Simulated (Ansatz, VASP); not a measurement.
SnO2: VASP beside Ansatz

```
CELL_PARAMETERS angstrom
1.61677 0.93344 4.65593
-1.61677 0.93344 4.65593
0.00000 -1.86688 4.65593
ATOMIC_POSITIONS crystal
Sn 0.50000 0.50000 0.50000
O 0.23488 0.23488 0.23488
O 0.76512 0.76512 0.76512
```

Alike in both runs: task single point; functional PBE; k mesh 12 × 12 × 12; occupations gaussian, width 0.05 eV; no spin polarisation.

|  | VASP | Ansatz |
| --- | --- | --- |
| version | VASP 6.6.1 | Ansatz 0.2.0 |
| potentials or method | VASP PAW PBE potentials, release 64 (Sn_d, O), cutoff 520 eV | scalar-relativistic, plane waves, PAW |
| valence electrons in the cell | 26 | 26 |

Ansatz gave:

```
gap on the k mesh at the Fermi level (eV)                     : 2.01
least direct gap on the mesh (eV)                             : 2.20
pressure (GPa)                                                : 4.9
traceless stress, the component that is largest in VASP (GPa) : 0.42
rms of the force components (eV/Å)                            : 0.332
```

Q: Estimate VASP's values.

A: gap on the k mesh at the Fermi level (eV): 1.99; least direct gap on the mesh (eV): 2.18; pressure (GPa): 5.5; traceless stress, the component that is largest in VASP (GPa): -0.04; rms of the force components (eV/Å): 0.359.

Atom by atom the forces differ by 0.027 eV/Å (rms over components).
